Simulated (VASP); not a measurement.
# BeTe (F-43m) in VASP: notebook

BeTe is run at these levels: LDA, PBE; tasks: relaxation of cell and atoms, single point.

Program: VASP 6.6.1. These are calculated values, not measurements. Logs are shortened: lines on timing, memory, paths and dates and some standing lists are left out, and cuts for length are marked.

### Step 1. The cell of the first run

It takes space group F-43m (No. 216, cubic). The conventional cell has a = 5.664 Å, b = 5.664 Å, c = 5.664 Å, α = 90.00°, β = 90.00°, γ = 90.00°. Be (site symmetry -43m) has 4 Te at 2.45 Å within 3.2 Å. Within 3.2 Å of Te (site symmetry -43m) lie 4 Be at 2.45 Å.

### Step 2. Relaxation of cell and atoms, LDA

Contents of INCAR:

```
SYSTEM = BeTe
ALGO = Normal ; EDIFF = 1E-6
EDIFFG = -0.005 ; ENCUT = 600
GGA = CA ; IBRION = 2
ISIF = 3 ; ISMEAR = -1
LASPH = .True. ; LCHARG = .False.
LREAL = .False. ; LWAVE = .False.
NELM = 60 ; NSW = 80
PREC = Accurate ; SIGMA = 0.02
```

Contents of KPOINTS:

```
k-points
0
Gamma
  8 8 8
  0 0 0
```

Contents of POSCAR:

```
BeTe
1.0
    0.0000000000      2.8318743933      2.8318743933
    2.8318743933      0.0000000000      2.8318743933
    2.8318743933      2.8318743933      0.0000000000
Be Te
1 1
Direct
    0.0000000000      0.0000000000      0.0000000000
    0.2500000000      0.2500000000      0.2500000000
```

Potentials or basis: VASP PAW LDA potentials, release 64 (Be, Te).

Run with:

```sh
cat potpaw_LDA.64/Be/POTCAR potpaw_LDA.64/Te/POTCAR > POTCAR
mpirun -np 1 vasp_std > vasp.out
```

OUTCAR:

```text
SYSTEM = BeTe
   EDIFF = 1E-6
   EDIFFG = -0.005
   ENCUT = 600
   GGA = CA
   IBRION = 2
   ISIF = 3
   ISMEAR = -1
   LASPH = .True.
   LREAL = .False.
   NELM = 60
   NSW = 80
   PREC = Accurate

 ion  position               nearest neighbor table
   1  0.000  0.000  0.000-   2 2.45   2 2.45   2 2.45   2 2.45
   2  0.250  0.250  0.250-   1 2.45   1 2.45   1 2.45   1 2.45

  LATTYP: Found a face centered cubic cell.
 ALAT       =     5.6637487866

  Lattice vectors:

 A1 = (   0.0000000000,   2.8318743933,   2.8318743933)
 A2 = (   2.8318743933,   0.0000000000,   2.8318743933)
 A3 = (   2.8318743933,   2.8318743933,   0.0000000000)

Analysis of symmetry for initial positions (statically):
=====================================================================
 Subroutine PRICEL returns:
 Original cell was already a primitive cell.

 Routine SETGRP: Setting up the symmetry group for a
 face centered cubic supercell.

 Subroutine GETGRP returns: Found 24 space group operations
 (whereof 24 operations were pure point group operations)
 out of a pool of 48 trial point group operations.

The static configuration has the point symmetry T_d .

Analysis of symmetry for dynamics (positions and initial velocities):
=====================================================================
 Subroutine PRICEL returns:
 Original cell was already a primitive cell.

 Routine SETGRP: Setting up the symmetry group for a
 face centered cubic supercell.

 Subroutine GETGRP returns: Found 24 space group operations
 (whereof 24 operations were pure point group operations)
 out of a pool of 48 trial point group operations.

The dynamic configuration has the point symmetry T_d .

 Subroutine INISYM returns: Found 24 space group operations
 (whereof 24 operations are pure point group operations),
 and found     1 'primitive' translations

----------------------------------------------------------------------------------------

                                     Primitive cell

  volume of cell :      45.4205

  direct lattice vectors                    reciprocal lattice vectors
     0.000000000  2.831874393  2.831874393    -0.176561503  0.176561503  0.176561503
     2.831874393  0.000000000  2.831874393     0.176561503 -0.176561503  0.176561503
     2.831874393  2.831874393  0.000000000     0.176561503  0.176561503 -0.176561503

  length of vectors
     4.004875174  4.004875174  4.004875174     0.305813494  0.305813494  0.305813494

  position of ions in fractional coordinates (direct lattice)
     0.000000000  0.000000000  0.000000000
     0.250000000  0.250000000  0.250000000

  ion indices of the primitive-cell ions
   primitive index   ion index
                 1           1
                 2           2

----------------------------------------------------------------------------------------

 KPOINTS: k-points

Automatic generation of k-mesh.
 Grid dimensions read from file:
 generate k-points for:    8    8    8

 Generating k-lattice:

  Cartesian coordinates                     Fractional coordinates (reciprocal lattice)
    -0.022070188  0.022070188  0.022070188     0.125000000  0.000000000  0.000000000
     0.022070188 -0.022070188  0.022070188     0.000000000  0.125000000  0.000000000
     0.022070188  0.022070188 -0.022070188     0.000000000  0.000000000  0.125000000

  Length of vectors
     0.038226687  0.038226687  0.038226687

  Shift w.r.t. Gamma in fractional coordinates (k-lattice)
     0.000000000  0.000000000  0.000000000

 Subroutine IBZKPT returns following result:
 ===========================================

 Found     29 irreducible k-points:

 Following reciprocal coordinates:
            Coordinates               Weight
  0.000000  0.000000  0.000000      1.000000
  0.125000  0.000000  0.000000      8.000000
  0.250000  0.000000  0.000000      8.000000
  0.375000  0.000000  0.000000      8.000000
  0.500000  0.000000  0.000000      4.000000
  0.125000  0.125000  0.000000      6.000000
[... 16 lines left out ...]
  0.500000  0.250000  0.125000     48.000000
 -0.375000  0.250000  0.125000     24.000000
 [... further k-points ...]
   k-points           NKPTS =     29   k-points in BZ     NKDIM =     29   number of bands    NBANDS=      8
   number of dos      NEDOS =    301   number of ions     NIONS =      2
   total plane-waves  NPLWV =  32768
   dimension x,y,z NGX =    32 NGY =   32 NGZ =   32
   dimension x,y,z NGXF=    64 NGYF=   64 NGZF=   64
   ions per type =               1   1
   NGX,Y,Z   is equivalent  to a cutoff of  13.28, 13.28, 13.28 a.u.
   NGXF,Y,Z  is equivalent  to a cutoff of  26.57, 26.57, 26.57 a.u.
 SYSTEM =  BeTe
   PREC   = accura    normal or accurate (medium, high low for compatibility)
   ISTART =      0    job   : 0-new  1-cont  2-samecut
   ICHARG =      2    charge: 1-file 2-atom 10-const
   ISPIN  =      1    spin polarized calculation?
   LNONCOLLINEAR =      F non collinear calculations
   LSORBIT =      F    spin-orbit coupling
   LASPH  =      T    aspherical Exc in radial PAW
   ENCUT  =  600.0 eV  44.10 Ry    6.64 a.u.   8.00  8.00  8.00*2*pi/ulx,y,z
   NELM   =     60;   NELMIN=  2; NELMDL= -5     # of ELM steps
   EDIFF  = 0.1E-05   stopping-criterion for ELM
   LREAL  =      F    real-space projection
   EDIFFG = -.5E-02   stopping-criterion for IOM
   NSW    =     80    number of steps for IOM
   IBRION =      2    ionic relax: 0-MD 1-quasi-New 2-CG
   NFREE  =      1    steps in history (QN), initial steepest desc. (CG)
   ISIF   =      3    stress and relaxation
   ISYM   =      2    0-nonsym 1-usesym 2-fastsym
   POTIM  = 0.5000    time-step for ionic-motion
   TEBEG  =    0.0;   TEEND  =   0.0 temperature during run
   PSTRESS=    0.0 pullay stress
   NELECT =       8.0000    total number of electrons
   NUPDOWN=      -1.0000    fix difference up-down
   EMIN   =  10.00;   EMAX   =-10.00  energy-range for DOS
   EFERMI =   0.00;   METHOD = LEGACY
   ISMEAR =    -1;   SIGMA  =   0.02  broadening in eV -4-tet -1-fermi 0-gaus
   EFERMI_NEDOS =   21; number of points for ismear=-14 and -15
   IALGO  =     38    algorithm
   IMIX   =      4    mixing-type and parameters
     AMIX     =   0.40;   BMIX     =  1.00
     AMIX_MAG =   1.60;   BMIX_MAG =  1.00
  volume/ion in A,a.u.               =      22.71       153.26
  Fermi-wavevector in a.u.,A,eV,Ry     =   0.917672  1.734149 11.457765  0.842122
  Thomas-Fermi vector in A             =   2.042667
   LORBIT       =      0    0 simple, 1 ext, 2 COOP (PROOUT), +10 PAW based schemes
   GGA     = CA    functional components
   LHFCALC =     F    Hartree Fock is set to
   AEXX    =    0.0000 exact exchange contribution
   IVDW    =     0    specifies the selected vdW correction
   LEPSILON=     F    determine dielectric tensor
   LRPA    =     F    only Hartree local field effects (RPA)
 conjugate gradient relaxation of ions
 non-spin polarized calculation
  energy-cutoff  :      600.00
  volume of cell :       45.42
 maximum number of plane-waves:      1540
   NGX = 15   NGY = 15   NGZ = 15

--------------------------------------- Ionic step        1  -------------------------------------------

 number of electron       8.0000000 magnetization

 Free energy of the ion-electron system (eV)
  ---------------------------------------------------
  ext. energy  EPLUGINS =         0.00000000
  ---------------------------------------------------
  free energy    TOTEN  =        -8.70252539 eV

  energy without entropy =       -8.70252539  energy(sigma->0) =       -8.70252539

------------------------ aborting loop because EDIFF is reached ----------------------------------------

  FORCE on cell =-STRESS in cart. coord.  units (eV):
  Direction    XX          YY          ZZ          XY          YZ          ZX
  --------------------------------------------------------------------------------------
  -------------------------------------------------------------------------------------
  Total       -0.8777809     -0.8777809     -0.8777809      0.0000000      0.0000000      0.0000000
  in kB      -30.9631228    -30.9631228    -30.9631228      0.0000000      0.0000000      0.0000000
  external PRESSURE =     -30.9631228 kB  Pullay stress =       0.0000000 kB
[... 57 lines left out ...]
  energy  without entropy=       -8.7259170771  energy(sigma->0) =       -8.72591708

--------------------------------------- Ionic step        3  -------------------------------------------

 number of electron       8.0000000 magnetization

 Free energy of the ion-electron system (eV)
  ---------------------------------------------------
  ext. energy  EPLUGINS =         0.00000000
  ---------------------------------------------------
  free energy    TOTEN  =        -8.72678246 eV

  energy without entropy =       -8.72678246  energy(sigma->0) =       -8.72678246

 E-fermi :   5.8108     XC(G=0):  -9.4155

 val. band max:        5.3713165944   @ k =   0.0000   0.0000   0.0000
 cond. band min:       7.1514175681   @ k =   0.5000   0.5000   0.0000
 fundamental gap:      1.7801009737
 Fermi energy:         5.8107963429

 k-point     1 :       0.0000    0.0000    0.0000
  band No.  band energies     occupation
      1      -7.1983      2.00000
      2       5.3713      2.00000
      3       5.3713      2.00000
      4       5.3713      2.00000
      5       8.9243      0.00000
      6       8.9243      0.00000
      7       8.9243      0.00000
      8       9.3722      0.00000
[... 243 lines left out ...]
 k-point    24 :      -0.3750    0.2500    0.1250
  band No.  band energies     occupation
      1      -5.5165      2.00000
      2       0.0444      2.00000
      3       2.3454      2.00000
      4       3.3531      2.00000
      5       9.4932      0.00000
      6       9.7687      0.00000
      7      12.1059      0.00000
      8      13.1638      0.00000

 [... further k-points ...]
[... 5 lines left out ...]
  --------------------------------------------------------------------------------------
  -------------------------------------------------------------------------------------
  Total        0.0047003      0.0047003      0.0047003      0.0000000      0.0000000      0.0000000
  in kB        0.1750652      0.1750652      0.1750652      0.0000000      0.0000000      0.0000000
  external PRESSURE =       0.1750652 kB  Pullay stress =       0.0000000 kB
[... 17 lines left out ...]
  FREE ENERGIE OF THE ION-ELECTRON SYSTEM (eV)
  ---------------------------------------------------
  free  energy   TOTEN  =        -8.7267824637 eV

  energy  without entropy=       -8.7267824636  energy(sigma->0) =       -8.72678246

 reached required accuracy - stopping structural energy minimisation
```

Run time: 7.8 s. Hardware: 1 thread of Intel Xeon 6975P-C (Granite Rapids), shared host; peak memory 0.16 GiB.

Results:

```
Free energy                            : -8.7268 eV
Relaxed volume                         : 21.51 Å³/atom
Relaxed cell                           : a = 3.933 Å, b = 3.933 Å, c = 3.933 Å, α = 60.00°, β = 60.00°, γ = 60.00°
Space group after relaxing (to 0.05 Å) : F-43m (No. 216)
Energy gained by relaxing              : 12.1 meV/atom
Ionic steps                            : 3
Pressure after relaxing                : 0.0 GPa
Band gap on the k mesh                 : 1.78 eV, indirect (least direct gap 3.55 eV)
```

The path:
```csv
step,energy change (eV),largest force (eV/Å),pressure (GPa),volume (Å³)
1,0.0000,0.0000,-3.10,45.42
2,-0.0234,0.0000,0.64,42.60
3,-0.0243,0.0000,0.02,43.02
```

Final structure:
```xyz
2
Lattice="0.0000 2.7810 2.7810 2.7810 0.0000 2.7810 2.7810 2.7810 0.0000" Properties=species:S:1:pos:R:3 pbc="T T T"
Be    0.0000    0.0000    0.0000
Te    1.3905    1.3905    1.3905
```

Caveat: spin-orbit coupling is left out, which moves the levels of the heavy elements. Zero-point motion and thermal expansion aren't in these numbers.

(Continued in part 2 of 2.)
